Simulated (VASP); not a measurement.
# SiH4C16 in VASP: single point with LDA

Aim: the single point of SiH4C16 with LDA.

Everything below comes from runs of VASP 6.6.1. Logs are shortened: lines on timing, memory, paths and dates and some standing lists are left out, and cuts for length are marked.

**1. The cell of the first run**

The cell holds a slab with vacuum, 21 atoms: a = 5.049 Å, b = 5.049 Å, c = 15.676 Å, α = 90.00°, β = 90.00°, γ = 60.00°.

**2. Single point, LDA, collinear spin**

INCAR

```
SYSTEM = SiH4C16
PREC     = Accurate       ! precision mode
ENCUT    = 520            ! plane-wave cutoff, eV
EDIFF    = 1E-6           ! SCF threshold, eV
ISMEAR   = 0              ! smearing method
SIGMA    = 0.05           ! smearing width, eV
LREAL    = Auto         
LASPH    = .TRUE.         ! aspherical terms in the spheres
NELM     = 150            ! most SCF steps
ALGO     = Normal         ! electronic algorithm
ISIF     = 2              ! what is computed and relaxed
LWAVE    = .FALSE.        ! write WAVECAR
LCHARG   = .FALSE.        ! write CHGCAR
ISPIN    = 2              ! spin polarisation
MAGMOM   = 0 0 0 0 0 0 0 0 0 0 0 0 0 0 0 0 -0.21 0 0 0 0.08 ! initial moments
LORBIT   = 11             ! projections on sites
GGA      = CA             ! functional
NBANDS   = 56             ! bands
```

KPOINTS

```
Automatic mesh
0
G
  3 3 1
  0 0 0
```

POSCAR

```
SiH4C16
1.0
    5.0487420000      0.0000000000      0.0000000000
    2.5243710000      4.3723390000      0.0000000000
    0.0000000000      0.0000000000     15.6764260000
H C Si
4 16 1
Direct
    0.1666667848      0.1666666285      0.0637901139
    0.6666667848      0.1666666285      0.0637901139
    0.1666666285      0.6666667429      0.0637901139
    0.6666666285      0.6666667429      0.0637901139
    0.1666667848      0.1666666285      0.1339591052
    0.6666667848      0.1666666285      0.1339591052
    0.1666666285      0.6666667429      0.1339591052
    0.6666666285      0.6666667429      0.1339591052
   -0.1666666285      0.3333332571      0.1668292250
    0.3333333715      0.3333332571      0.1668292250
   -0.1666667848      0.8333333715      0.1668292250
    0.3333332152      0.8333333715      0.1668292250
   -0.1678901035      0.3340177877      0.2702885849
    0.3339660950      0.3339942305      0.2702984086
   -0.1666629193      0.8334072450      0.2592000243
    0.3339927642      0.8321346995      0.2702892228
   -0.0034973539     -0.0034558162      0.2970090249
    0.5070752202     -0.0034800595      0.2970027097
   -0.0035191700      0.5071130121      0.2970044320
    0.5000089560      0.5000385377      0.2893698474
    0.8333271781     -0.1664715385      0.3865772084
```

Potentials or basis: VASP PAW LDA potentials, release 64 (H, C, Si).

The run is started by

```bash
> cat potpaw_LDA.64/H/POTCAR potpaw_LDA.64/C/POTCAR potpaw_LDA.64/Si/POTCAR > POTCAR
> mpirun -np 1 vasp_std > vasp.out
```

OUTCAR:

```text
SYSTEM = SiH4C16
   PREC = Accurate
   ENCUT = 520
   EDIFF = 1E-6
   ISMEAR = 0
   LREAL = Auto
   LASPH = .TRUE.
   NELM = 150
   ISIF = 2
   ISPIN = 2
   LORBIT = 11
   GGA = CA

 ion  position               nearest neighbor table
   1  0.167  0.167  0.064-   5 1.10
   2  0.667  0.167  0.064-   6 1.10
   3  0.167  0.667  0.064-   7 1.10
   4  0.667  0.667  0.064-   8 1.10
   5  0.167  0.167  0.134-   1 1.10  10 1.55  12 1.55   9 1.55
   6  0.667  0.167  0.134-   2 1.10   9 1.55  11 1.55  10 1.55
   7  0.167  0.667  0.134-   3 1.10  12 1.55  11 1.55  10 1.55
   8  0.667  0.667  0.134-   4 1.10  11 1.55  12 1.55   9 1.55
   9  0.833  0.333  0.167-   6 1.55   5 1.55   8 1.55  13 1.62
  10  0.333  0.333  0.167-   5 1.55   6 1.55   7 1.55  14 1.62
  11  0.833  0.833  0.167-  15 1.45   8 1.55   6 1.55   7 1.55
  12  0.333  0.833  0.167-   7 1.55   5 1.55   8 1.55  16 1.62
  13  0.832  0.334  0.270-  20 1.48  19 1.53  17 1.53   9 1.62
  14  0.334  0.334  0.270-  20 1.48  18 1.53  19 1.53  10 1.62
  15  0.833  0.833  0.259-  11 1.45  18 1.54  19 1.54  17 1.54  21 2.00
  16  0.334  0.832  0.270-  20 1.48  18 1.53  17 1.53  12 1.62
  17  0.997  0.997  0.297-  13 1.53  16 1.53  15 1.54  21 2.00
  18  0.507  0.997  0.297-  14 1.53  16 1.53  15 1.54  21 2.00
  19  0.996  0.507  0.297-  13 1.53  14 1.53  15 1.54  21 2.00
  20  0.500  0.500  0.289-  14 1.48  16 1.48  13 1.48
  21  0.833  0.834  0.387-  15 2.00  17 2.00  18 2.00  19 2.00

  LATTYP: Found a hexagonal cell.
 ALAT       =     5.0487421480
 C/A-ratio  =     3.1050161685

  Lattice vectors:

 A1 = (  -2.5243710000,  -4.3723390000,   0.0000000000)
 A2 = (   5.0487420000,   0.0000000000,   0.0000000000)
 A3 = (   0.0000000000,   0.0000000000,  15.6764260000)

Analysis of symmetry for initial positions (statically):
=====================================================================
 Subroutine PRICEL returns:
 Original cell was already a primitive cell.

 Routine SETGRP: Setting up the symmetry group for a
 hexagonal supercell.

 Subroutine GETGRP returns: Found  1 space group operations
 (whereof  1 operations were pure point group operations)
 out of a pool of 24 trial point group operations.

The static configuration has the point symmetry C_1 .

Analysis of symmetry for dynamics (positions and initial velocities):
=====================================================================
 Subroutine PRICEL returns:
 Original cell was already a primitive cell.

 Routine SETGRP: Setting up the symmetry group for a
 hexagonal supercell.

 Subroutine GETGRP returns: Found  1 space group operations
 (whereof  1 operations were pure point group operations)
 out of a pool of 24 trial point group operations.

[... 179 lines left out ...]
  free energy    TOTEN  =      -176.18828949 eV

  energy without entropy =     -176.17773092  energy(sigma->0) =     -176.18301021

 E-fermi :   0.7333     XC(G=0):  -5.6482

 val. band max:        0.7124041323   @ k =  -0.3333   0.3333   0.0000
 cond. band min:       0.7541666557   @ k =  -0.3333   0.3333   0.0000
 fundamental gap:      0.0417625234
 Fermi energy:         0.7332571092

 spin component 1

 k-point     1 :       0.0000    0.0000    0.0000
  band No.  band energies     occupation
      1     -20.2774      1.00000
      2     -17.6012      1.00000
      3     -15.4877      1.00000
      4     -14.7587      1.00000
      5     -14.7585      1.00000
      6     -13.9126      1.00000
[... 244 lines left out ...]
     47       7.0548      0.00000
     48       7.1933      0.00000
 Fermi energy:         0.7332571092

 spin component 2

 k-point     1 :       0.0000    0.0000    0.0000
  band No.  band energies     occupation
      1     -20.2774      1.00000
      2     -17.6012      1.00000
      3     -15.4877      1.00000
      4     -14.7587      1.00000
      5     -14.7585      1.00000
      6     -13.9126      1.00000
[... 244 lines left out ...]
     47       7.0543      0.00000
     48       7.1929      0.00000
 [bands above 48 left out]

------------------------ aborting loop because EDIFF is reached ----------------------------------------

  FORCE on cell =-STRESS in cart. coord.  units (eV):
  Direction    XX          YY          ZZ          XY          YZ          ZX
  --------------------------------------------------------------------------------------
  -------------------------------------------------------------------------------------
  Total      -10.1843447    -10.1844895     -1.9849004     -0.0011799     -0.0168966     -0.0136572
  in kB      -47.1519450    -47.1526152     -9.1897826     -0.0054629     -0.0782285     -0.0632307
  external PRESSURE =     -34.4981142 kB  Pullay stress =       0.0000000 kB

 VOLUME and BASIS-vectors are now :
 -----------------------------------------------------------------------------
  energy-cutoff  :      520.00
  volume of cell :      346.05
      direct lattice vectors                 reciprocal lattice vectors
     5.048742000  0.000000000  0.000000000     0.198069143 -0.114355268  0.000000000
     2.524371000  4.372339000  0.000000000     0.000000000  0.228710537  0.000000000
     0.000000000  0.000000000 15.676426000     0.000000000  0.000000000  0.063790050

 POSITION                                       TOTAL-FORCE (eV/Angst)
 -----------------------------------------------------------------------------------
      1.26219      0.72872      1.00000         0.000171      0.000119     -0.299653
      3.78656      0.72872      1.00000         0.000094      0.004183     -0.253927
      2.52437      2.91489      1.00000         0.003603     -0.001971     -0.253936
      5.04874      2.91489      1.00000        -0.003258     -0.001885     -0.253993
      1.26219      0.72872      2.10000         0.000118      0.000068      1.970573
      3.78656      0.72872      2.10000         0.000084      0.164133      1.774765
[... 13 lines left out ...]
      3.78670      2.18634      4.53628         0.003257      0.001551     -0.384630
      6.31139      3.64447      6.06015        -0.001589     -0.004454      0.132810
 -----------------------------------------------------------------------------------
    total drift:                               -0.000792     -0.000121      0.032841

  FREE ENERGIE OF THE ION-ELECTRON SYSTEM (eV)
  ---------------------------------------------------
  free  energy   TOTEN  =      -176.1882894880 eV

  energy  without entropy=     -176.1777309223  energy(sigma->0) =     -176.18301021

 total charge

# of ion       s       p       d       tot
------------------------------------------
    1        0.631   0.045   0.000   0.676
    2        0.631   0.044   0.000   0.676
    3        0.631   0.044   0.000   0.676
    4        0.631   0.044   0.000   0.676
    5        0.828   1.759   0.000   2.587
    6        0.828   1.761   0.000   2.589
[... 13 lines left out ...]
   20        0.847   1.707   0.000   2.554
   21        0.834   0.776   0.000   1.610
--------------------------------------------------
tot         16.545  28.669   0.000  45.215

 magnetization (x)

# of ion       s       p       d       tot
------------------------------------------
    1       -0.000   0.000   0.000  -0.000
    2        0.000  -0.000   0.000   0.000
    3        0.000  -0.000   0.000   0.000
    4        0.000  -0.000   0.000   0.000
    5        0.000   0.000   0.000   0.000
    6        0.000   0.000   0.000   0.000
[... 13 lines left out ...]
   20        0.000   0.000   0.000   0.000
   21        0.000   0.000   0.000   0.000
--------------------------------------------------
tot          0.000   0.000   0.000   0.000
```

OSZICAR:

```text
N       E                     dE             d eps       ncg     rms          rms(c)
DAV:   1     0.451793386188E+03    0.45179E+03   -0.31319E+04  1120   0.108E+03
DAV:   2    -0.126702954217E+03   -0.57850E+03   -0.54912E+03  1560   0.259E+02
[... 24 lines left out ...]
DAV:  27    -0.176188220668E+03   -0.76041E-04   -0.96941E-06  1256   0.762E-03    0.700E-03
DAV:  28    -0.176188252512E+03   -0.31844E-04   -0.35758E-06  1144   0.565E-03    0.192E-03
DAV:  29    -0.176188275724E+03   -0.23212E-04   -0.15726E-06  1056   0.343E-03    0.357E-03
DAV:  30    -0.176188284088E+03   -0.83633E-05   -0.61366E-07  1008   0.166E-03    0.256E-03
DAV:  31    -0.176188287104E+03   -0.30162E-05   -0.47627E-07   984   0.139E-03    0.295E-04
DAV:  32    -0.176188288589E+03   -0.14858E-05   -0.12078E-07   992   0.917E-04    0.865E-04
DAV:  33    -0.176188289488E+03   -0.89851E-06   -0.86419E-08   984   0.640E-04
   1 F= -.17618829E+03 E0= -.17618301E+03  d E =-.105586E-01  mag=     0.0000
```

It took 10 min on 1 thread of Intel Xeon Platinum 8488C (Sapphire Rapids), shared host; peak memory 0.44 GiB.

What came out:

```yaml
Free_energy: -176.1883 eV
Largest_force: 3.286 eV/Å
Band_gap_on_the_k_mesh: 0.04 eV, direct
Net_moment: 0.00 μB per cell
Valence_electrons_inside_the_program's_atomic_spheres: H 0.68; C 2.59, 2.52, 2.61, 2.54, 2.64, 2.55; Si 1.61
```

Forces in eV/Å, atoms in the order of the input:
```
H    0.000  0.000 -0.300
H    0.000  0.004 -0.254
H    0.004 -0.002 -0.254
H   -0.003 -0.002 -0.254
C    0.000  0.000  1.971
C    0.000  0.164  1.775
C    0.142 -0.082  1.775
C   -0.142 -0.082  1.774
C    0.026 -0.013 -1.050
C   -0.023 -0.013 -1.050
C    0.002  0.002 -3.286
C    0.001  0.030 -1.050
C   -0.069  0.035  0.258
C    0.065  0.038  0.253
C    0.002 -0.004 -0.100
C   -0.006 -0.076  0.257
C    0.053  0.031 -0.074
C   -0.054  0.031 -0.070
C    0.000 -0.059 -0.068
C    0.003  0.002 -0.385
Si  -0.002 -0.004  0.133
```

Caveat: the k points lie up to 0.48 Å⁻¹ apart.
